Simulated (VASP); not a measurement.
**CoO: single point with PBE+U**

CoO:

```xyz
2
Lattice="1.5367 0.8872 2.4735 -1.5367 0.8872 2.4735 0.0000 -1.7745 2.4735" Properties=species:S:1:pos:R:3 pbc="T T T"
Co    0.0000    0.0000    0.0000
O     0.0000    0.0000    3.7103
```

```
Program             : VASP 6.6.1
Task                : single point
Functional          : PBE
Potentials or basis : VASP PAW PBE potentials, release 64 (Co, O)
Cutoff              : 520 eV
k mesh              : 12 × 12 × 12
Occupations         : gaussian, width 0.02 eV
Spin                : collinear spin, ferromagnetic start
Starting moments    : [2.88, 0.24] μB
Hubbard terms       : Co d U = 3.32 eV
```

* Pressure: -7.4 GPa
* Band gap on the k mesh: zero (filled and empty bands overlap)
* Net moment: 3.00 μB per cell
* Site moments: Co +2.73; O +0.25 μB
* Valence electrons inside the program's atomic spheres: Co 7.73; O 4.98

Stress tensor (GPa, compression positive):
```
-7.23  0.00  0.00
 0.00 -7.23  0.00
 0.00  0.00 -7.80
```

Levels at points of the mesh, in eV from the Fermi level:
Spin up:
| k point | band 5 | band 6 | band 7 | band 8 | band 9 | band 10 | band 11 | band 12 | band 13 | band 14 |
| --- | --- | --- | --- | --- | --- | --- | --- | --- | --- | --- |
| (0.00, 0.00, 0.00) | -4.64 | -3.94 | -2.59 | -2.59 | -2.48 | 1.00 | 16.90 | 16.90 | 16.92 | 17.49 |
| (0.50, 0.00, 0.00) | -4.06 | -3.55 | -3.04 | -0.55 | -0.50 | 5.21 | 9.09 | 13.26 | 13.51 | 19.47 |
| (0.50, 0.50, 0.00) | -4.06 | -3.83 | -3.79 | -3.67 | -3.29 | 5.70 | 9.84 | 10.92 | 15.33 | 15.60 |
| (0.50, 0.50, 0.50) | -4.09 | -4.09 | -2.54 | -0.52 | -0.52 | 5.14 | 9.30 | 13.06 | 13.06 | 19.44 |
Spin down:
| k point | band 3 | band 4 | band 5 | band 6 | band 7 | band 8 | band 9 | band 10 |
| --- | --- | --- | --- | --- | --- | --- | --- | --- |
| (0.00, 0.00, 0.00) | -2.12 | -2.12 | -2.02 | -0.83 | -0.83 | 1.54 | 1.55 | 1.55 |
| (0.50, 0.00, 0.00) | -3.91 | -3.67 | -1.45 | -0.02 | 0.49 | 3.67 | 3.78 | 5.49 |
| (0.50, 0.50, 0.00) | -3.34 | -3.24 | -2.68 | -0.54 | 0.23 | 2.10 | 2.29 | 6.66 |
| (0.50, 0.50, 0.50) | -3.95 | -3.95 | -1.12 | 0.40 | 0.40 | 3.68 | 3.68 | 5.42 |

Eigenvalues of the final occupation matrices:
```tsv
site	spin	trace	eigenvalues
site 1 d	1	4.91	0.97 0.97 0.97 1.01 1.01
site 1 d	2	2.22	0.12 0.12 0.51 0.51 0.96
```

Run time: 55 s on 1 thread of Intel(R) Xeon(R) 6975P-C (Granite Rapids), with other jobs on the host, peak memory 0.23 GiB.

Caveat: the cell stands under tension; a cell with one magnetic atom can't hold antiferromagnetic order, which such compounds often take. The state reached can hang on the start; a lower one may exist.
